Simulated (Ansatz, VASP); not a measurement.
# AlN: VASP beside Ansatz

```
Al N
1.0
     0.00000    2.01887    2.01887
     2.01887    0.00000    2.01887
     2.01887    2.01887    0.00000
Al N
1 1
Direct
  0.50000 0.50000 0.50000
  0.00000 0.00000 0.00000
```

Alike in both runs: functional r2SCAN; k mesh 10 × 10 × 10; occupations gaussian, width 0.02 eV; no spin polarisation.

Ansatz relaxed the structure, and its values are those at the end. VASP's run is a single point on that final structure, the one shown.

|  | VASP | Ansatz |
| --- | --- | --- |
| version | VASP 6.6.1 | Ansatz 0.2.0 |
| potentials or method | VASP PAW PBE potentials, release 64 (Al, N), cutoff 520 eV | scalar-relativistic, plane waves, PAW |
| valence electrons in the cell | 8 | 8 |

|  | VASP | Ansatz | Ansatz less VASP |
| --- | --- | --- | --- |
| gap on the k mesh at the Fermi level (eV) | 5.53 | 5.52 | -0.005 |
| least direct gap on the mesh (eV) | 6.58 | 6.53 | -0.049 |
| pressure (GPa) | -0.8 | 0.0 | +0.81 |

VASP's potentials were made for PBE, not for r2SCAN.
